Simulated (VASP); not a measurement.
Here is a VASP 6.6.1 calculation.

Contents of INCAR:

```
SYSTEM = TiH2
ALGO = Normal ; EDIFF = 1E-7
ENCUT = 520 ; GGA = PS
ISIF = 2 ; ISMEAR = 0
LASPH = .True. ; LCHARG = .False.
LREAL = .False. ; LWAVE = .False.
NBANDS = 23 ; NELM = 100
PREC = Accurate ; SIGMA = 0.1
```

Contents of KPOINTS:

```
k-points
0
Gamma
  12 12 8
  0 0 0
```

The input POSCAR:

```
TiH2
1.0
    3.1881297245      0.0000000000      0.0000000000
    0.0000000000      3.1881297245      0.0000000000
    0.0000000000      0.0000000000      4.0774284268
Ti H
2 4
Direct
    0.0000000000      0.0000000000      0.0000000000
    0.5000000000      0.5000000000      0.5000000000
    0.5000000000      0.0000000000      0.2500000000
    0.0000000000      0.5000000000      0.2500000000
    0.0000000000      0.5000000000      0.7500000000
    0.5000000000      0.0000000000      0.7500000000
```

Potentials or basis: VASP PAW PBE potentials, release 64 (Ti_sv, H).

Run with:

```sh
$ cat potpaw_PBE.64/Ti_sv/POTCAR potpaw_PBE.64/H/POTCAR > POTCAR
$ mpirun -np 1 vasp_std > vasp.out
```

(1) Predict the band gap on the k mesh.

(2) Predict the pressure.

Results:

(1) zero (band 14 reaches 8.50 eV, above the bottom of band 15 at 7.73 eV).

(2) 0.9 GPa.

Caveat: the cell differs from its parent crystal (uniaxial strain along c: -1.5 %); the PAW data sets were made with another functional, which shifts forces and pressure a little.
